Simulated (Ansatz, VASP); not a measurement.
**One calculation of SiSn4, two programs**

Contents of INCAR:

```
SYSTEM = SiSn4
PREC = Accurate ; ENCUT = 600
EDIFF = 1E-6 ; ISMEAR = 0
SIGMA = 0.1 ; LREAL = .False.
LASPH = .True. ; NELM = 80
ALGO = Fast ; ISIF = 3
LWAVE = .False. ; LCHARG = .False.
GGA = PE ; IBRION = 2
NSW = 100 ; EDIFFG = -0.01
```

Contents of KPOINTS:

```
regular mesh
0
Gamma
  6 6 6
  0 0 0
```

File POSCAR:

```
SiSn4
1.0
    3.0785279457      1.7773889382      5.3922632492
   -3.0785279457      1.7773889382      5.3922632492
    0.0000000000     -3.5547778764      5.3922632492
Si Sn
1 4
Direct
    0.5000000000      0.5000000000      0.5000000000
    0.0000000000      0.0000000000      0.5000000000
    0.5000000000      0.0000000000      0.0000000000
    0.0000000000      0.5000000000      0.0000000000
    0.0000000000      0.0000000000      0.0000000000
```

Input for Ansatz:

```yaml
crystal:
  lattice:
    - [3.0785279457, 1.7773889382, 5.3922632492]
    - [-3.0785279457, 1.7773889382, 5.3922632492]
    - [0.0, -3.5547778764, 5.3922632492]
  atoms:
    - { symbol: Si, position: [0.5, 0.5, 0.5] }
    - { symbol: Sn, position: [0.0, 0.0, 0.5] }
    - { symbol: Sn, position: [0.5, 0.0, 0.0] }
    - { symbol: Sn, position: [0.0, 0.5, 0.0] }
    - { symbol: Sn, position: [0.0, 0.0, 0.0] }
basis:
  ecutwfc: 420
kpoints:
  mp_grid: { grid: [6, 6, 6] }
hamiltonian:
  xc: pbe
scf:
  occupations: { method: gaussian, width: 0.1 }
output:
  forces: true
  stress: true
  eigenvalues: true
  write_density: true
  write_potential: true
  elf: true
  volumetric_format: npy
relax:
  adjacent_minimum: "off"
  f_tol: 0.01
  max_steps: 80
  cell: { stress_tol: 0.05 }
```

Alike in both runs: task relaxation of cell and atoms; functional PBE; k mesh 6 × 6 × 6; occupations gaussian, width 0.1 eV; no spin polarisation.

|  | VASP | Ansatz |
| --- | --- | --- |
| version | VASP 6.6.1 | Ansatz 0.2.0 |
| potentials or method | VASP PAW PBE potentials, release 64 (Si, Sn_d), cutoff 600 eV | scalar-relativistic, plane waves, PAW |
| valence electrons in the cell | 60 | 60 |

```tsv
	VASP	Ansatz	Ansatz less VASP
gap on the k mesh at the Fermi level, each at its own relaxed structure (eV)	none	none	-
relaxed volume (Å³/atom)	34.11	34.13	+0.015
relaxed cell length with the largest relative difference (Å)	6.211	6.212	+0.0012
```

A gap of «none» marks a metal or a gap that the smearing closes.
